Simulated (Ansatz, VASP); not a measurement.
# One calculation of MnO, two programs

```
Mn O
1.0
     0.00000    2.22391    2.22391
     2.22391    0.00000    2.22391
     2.22391    2.22391    0.00000
Mn O
1 1
Direct
  0.00000 0.00000 0.00000
  0.50000 0.50000 0.50000
```

Alike in both runs: functional PBE; k mesh 9 × 9 × 9; occupations fermi-dirac, width 0.05 eV; collinear spin.

|  | VASP | Ansatz |
| --- | --- | --- |
| version | VASP 6.6.1 | Ansatz 0.2.0 |
| potentials or method | VASP PAW PBE potentials, release 64 (Mn_pv, O) | Ansatz PAW |
| plane-wave cutoff (eV) | 520 | 420 |
| valence electrons in the cell | 19 | 21 |
| task | single point | band structure |

Ansatz gave:

```
gap on the k mesh at the Fermi level (eV)                     : none
pressure (GPa)                                                : -0.5
net moment per atom (μB)                                      : 2.38
size of the moment on the site where the two differ most (μB) : 4.04
```

Question: What did VASP give for the same quantities?

Answer: gap on the k mesh at the Fermi level (eV): none; pressure (GPa): -0.4; net moment per atom (μB): 2.38; size of the moment on the site where the two differ most (μB): 4.33.

Site moments also hang on the region over which each program counts them. A gap of «none» marks a metal or a gap that the smearing closes. VASP's potentials hold 19 valence electrons a cell and Ansatz's 21, so a difference there can come from the potentials and not from the codes.
